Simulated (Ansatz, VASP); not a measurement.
## CaTi3Se4: VASP beside Ansatz

```
Ca Ti Se
1.0
     6.03501    0.00000    0.00000
     0.00000    6.03501    0.00000
     0.00000    0.00000    6.03501
Ca Ti Se
1 3 4
Direct
  0.50000 0.50000 0.50000
  0.00000 0.00000 0.50000
  0.00000 0.50000 0.00000
  0.50000 0.00000 0.00000
  0.22911 0.22911 0.22911
  0.22911 0.77089 0.77089
  0.77089 0.22911 0.77089
  0.77089 0.77089 0.22911
```

Alike in both runs: functional PBE; k mesh 4 × 4 × 4; occupations gaussian, width 0.1 eV; collinear spin.

Ansatz relaxed the structure, and its values are those at the end. VASP's run is a single point on that final structure, the one shown.

|  | VASP | Ansatz |
| --- | --- | --- |
| version | VASP 6.6.1 | Ansatz 0.2.0 |
| potentials or method | VASP PAW PBE potentials, release 64 (Ca_sv, Ti_sv, Se), cutoff 520 eV | scalar-relativistic, plane waves, PAW |
| valence electrons in the cell | 70 | 110 |

Ansatz gave:

- gap on the k mesh at the Fermi level (eV): none
- pressure (GPa): 0.0
- rms of the force components (eV/Å): 0.013
- net moment per atom (μB): 0.75
- size of the moment on the site where the two differ most (μB): 1.38

**Question.** Estimate VASP's values.

**Answer.** gap on the k mesh at the Fermi level (eV): none; pressure (GPa): 0.1; rms of the force components (eV/Å): 0.016; net moment per atom (μB): 0.75; size of the moment on the site where the two differ most (μB): 1.48.

Site moments also hang on the region over which each program counts them. A gap of «none» marks a metal or a gap that the smearing closes. VASP's potentials hold 70 valence electrons a cell and Ansatz's 110, so a difference there can come from the potentials and not from the codes.
